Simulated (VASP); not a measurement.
Here is a VASP 6.6.1 calculation.

File INCAR:

```
SYSTEM = NbC
PREC = Accurate
ENCUT = 600
EDIFF = 1E-7
ISMEAR = 0
SIGMA = 0.1
LREAL = .FALSE.
LASPH = .TRUE.
NELM = 120
ALGO = Normal
ISIF = 3
LWAVE = .FALSE.
LCHARG = .FALSE.
GGA = PE
IBRION = 2
NSW = 60
EDIFFG = -0.04
GGA_COMPAT = .FALSE.
NELMIN = 4
```

Contents of KPOINTS:

```
Automatic mesh
0
G
  6 6 6
  0 0 0
```

File POSCAR:

```
NbC
1.0
    0.0000000000      2.2000000000      2.2000000000
    2.2000000000      0.0000000000      2.2000000000
    2.2000000000      2.2000000000      0.0000000000
Nb C
1 1
Direct
    0.0000000000      0.0000000000      0.0000000000
    0.5000000000      0.5000000000      0.5000000000
```

Potentials or basis: VASP PAW PBE potentials, release 64 (Nb_sv, C).

Launch:

```sh
$ cat potpaw_PBE.64/Nb_sv/POTCAR potpaw_PBE.64/C/POTCAR > POTCAR
$ mpirun -np 1 vasp_std > vasp.out
```

Question: What does it give for the space group after relaxing (to 0.05 Å)?

Answer: Fm-3m (No. 225).

Question: What does it give for the relaxed cell?

Answer: a = 3.169 Å, b = 3.169 Å, c = 3.169 Å, α = 60.00°, β = 60.00°, γ = 60.00°.

Question: Predict the relaxed volume.

Answer: 11.25 Å³/atom.

The path:
| step | energy change (eV) | largest force (eV/Å) | pressure (GPa) | volume (Å³) |
| --- | --- | --- | --- | --- |
| 1 | 0.0000 | 0.0000 | 18.37 | 21.30 |
| 2 | 0.1990 | 0.0000 | -27.36 | 25.28 |
| 3 | -0.0653 | 0.0000 | -0.65 | 22.54 |
| 4 | -0.0654 | 0.0000 | -0.04 | 22.50 |

Caveat: the k points lie up to 0.40 Å⁻¹ apart in the final cell. PBE usually gives volumes a little too large and moduli too small.
